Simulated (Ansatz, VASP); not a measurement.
# Rh in VASP and in Ansatz

File INCAR:

```
SYSTEM = Rh
ALGO     = Normal         ! electronic algorithm
EDIFF    = 1E-6           ! SCF threshold, eV
ENCUT    = 520            ! plane-wave cutoff, eV
GGA      = PS             ! functional
ISIF     = 2              ! what is computed and relaxed
ISMEAR   = -1             ! smearing method
LASPH    = .TRUE.         ! aspherical terms in the spheres
LCHARG   = .TRUE.         ! write CHGCAR
LELF     = .TRUE.         ! ELF
LREAL    = .FALSE.        ! projectors in reciprocal space
LVHAR    = .TRUE.       
LWAVE    = .FALSE.        ! write WAVECAR
NBANDS   = 14             ! bands
NELM     = 80             ! most SCF steps
PREC     = Accurate       ! precision mode
SIGMA    = 0.08           ! smearing width, eV
```

KPOINTS

```
k-points
0
G
  16 16 16
  0 0 0
```

Contents of POSCAR:

```
Rh
1.0
    0.0380310000      1.9205655000      1.9205655000
    1.9205655000      0.0380310000      1.9205655000
    1.9205655000      1.9205655000      0.0380310000
Rh
1
Direct
    0.0000000000      0.0000000000      0.0000000000
```

Input for Ansatz:

```yaml
crystal:
  lattice:
    - [0.038031, 1.9205655, 1.9205655]
    - [1.9205655, 0.038031, 1.9205655]
    - [1.9205655, 1.9205655, 0.038031]
  atoms:
    - { symbol: Rh, position: [0.0, 0.0, 0.0] }
kpoints:
  mp_grid: { grid: [16, 16, 16] }
  band_path:
    path:
      - [0.0, 0.0, 0.0]
      - [0.5, 0.5, 0.5]
      - [0.2451701269, 0.5, 0.7548298731]
      - [-0.2451701269, 0.2451701269, 0.5]
      - [0.0, 0.0, 0.5]
      - [0.0, 0.0, 0.0]
      - [-0.3725850634, 0.0, 0.3725850634]
      - [0.0, 0.3725850634, 0.6274149366]
      - [0.0, 0.5, 0.5]
    npoints: 5
scf:
  occupations: { method: fermi_dirac, width: 0.08 }
hamiltonian:
  xc: pbesol
  pseudopotentials: { kind: all_electron, lapw: { basis_error: 0.001 } }
output:
  forces: true
  stress: true
  eigenvalues: true
```

Change from the starting cell: equal xy, yz and zx shear strains of +2 %.

Alike in both runs: task single point; functional PBEsol; k mesh 16 × 16 × 16; occupations fermi-dirac, width 0.08 eV; no spin polarisation.

|  | VASP | Ansatz |
| --- | --- | --- |
| version | VASP 6.6.1 | Ansatz 0.2.0 |
| potentials or method | VASP PAW PBE potentials, release 64 (Rh_pv), cutoff 520 eV | all-electron LAPW, scalar-relativistic |

Ansatz gave:

```
pressure (GPa)                                                : -4.5
traceless stress, the component that is largest in VASP (GPa) : -3.86
```

**Question.** Which values does VASP return?

**Answer.** Pressure (GPa): -4.6; traceless stress, the component that is largest in VASP (GPa): -3.86.

VASP's potentials were made for PBE, not for PBEsol. Ansatz ran all-electron here, and VASP with PAW potentials.
